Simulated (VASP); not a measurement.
The system is BaTe.

```
CELL_PARAMETERS angstrom
5.97218 0.00000 0.00000
-2.98609 5.17206 0.00000
0.00000 0.00000 7.17878
ATOMIC_POSITIONS crystal
Ba 0.33333 0.66667 0.93750
Ba 0.66667 0.33333 0.43750
Te 0.33333 0.66667 0.43750
Te 0.66667 0.33333 0.93750
```

This cell differs from its parent crystal: uniaxial z strain +2.5%.

Base run:

* Program: VASP 6.6.1
* Functional: PBE
* Potentials or basis: VASP PAW PBE potentials, release 64 (Ba_sv, Te)
* Cutoff: 520 eV
* k mesh: 6 × 6 × 4
* Occupations: fermi-dirac, width 0.02 eV
* Spin: no spin polarisation

Its results: band gap on the k mesh 1.96 eV, indirect (least direct gap 2.20 eV); pressure -0.3 GPa.

Task: The run is repeated on the same cell with these changes: functional from PBE to r2SCAN; occupations from fermi-dirac, width 0.02 eV to gaussian, width 0.01 eV. What comes out?

Result: Band gap on the k mesh 2.31 eV, indirect (least direct gap 2.56 eV); pressure -0.4 GPa.

Caveats: spin-orbit coupling is left out, which moves the levels of the heavy elements; the PAW data sets were made with another functional, which shifts forces and pressure a little (some runs).

A k mesh can miss the band edges.
